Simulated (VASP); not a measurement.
Write the native input for VASP 6.6.1 that does the following.

```
Task                   : single point
Functional             : PBEsol
Potentials or basis    : VASP PAW PBE potentials, release 64 (W_sv, C)
Cutoff                 : 520 eV
k mesh                 : 13 × 13 × 12
Occupations            : fermi-dirac, width 0.05 eV
Spin                   : no spin polarisation
Dipole correction      : no
Further INCAR settings : ALGO = Normal; EDIFF = 1e-07; NBANDS = 16
```

The structure of WC lies in POSCAR:

```
WC
1.0
    2.9292211398      0.0000000000      0.0000000000
   -1.4646105699      2.5367799204      0.0000000000
    0.0000000000      0.0000000000      2.8570117227
W C
1 1
Direct
    0.0000000000      0.0000000000      0.0000000000
    0.6666666667      0.3333333333      0.5000000000
```

This cell differs from its parent crystal: volume scaled by 1.03.

One way to write it, as run:

INCAR

```
SYSTEM = WC
  PREC = Accurate
  ENCUT = 520
  EDIFF = 1E-7
  ISMEAR = -1
  SIGMA = 0.05
  LREAL = .FALSE.
  LASPH = .TRUE.
  NELM = 80
  ALGO = Normal
  ISIF = 2
  LWAVE = .FALSE.
  LCHARG = .FALSE.
  GGA = PS
  NBANDS = 16
```

KPOINTS

```
regular mesh
0
G
  13 13 12
  0 0 0
```

Potentials or basis: VASP PAW PBE potentials, release 64 (W_sv, C).

Launch:

```sh
$ cat potpaw_PBE.64/W_sv/POTCAR potpaw_PBE.64/C/POTCAR > POTCAR
$ mpirun -np 1 vasp_std > vasp.out
```

It gave:

```yaml
Pressure: -11.0 GPa
Band_gap_on_the_k_mesh: zero (band 9 reaches 11.27 eV, above the bottom of band 10 at 10.04 eV)
```

Caveat: the PAW data sets were made with another functional, which shifts forces and pressure a little; spin-orbit coupling is left out, which moves the levels of the heavy elements.

Run time: 18 s on 1 thread of Intel(R) Xeon(R) 6975P-C (Granite Rapids), with other jobs on the host, peak memory 0.17 GiB.
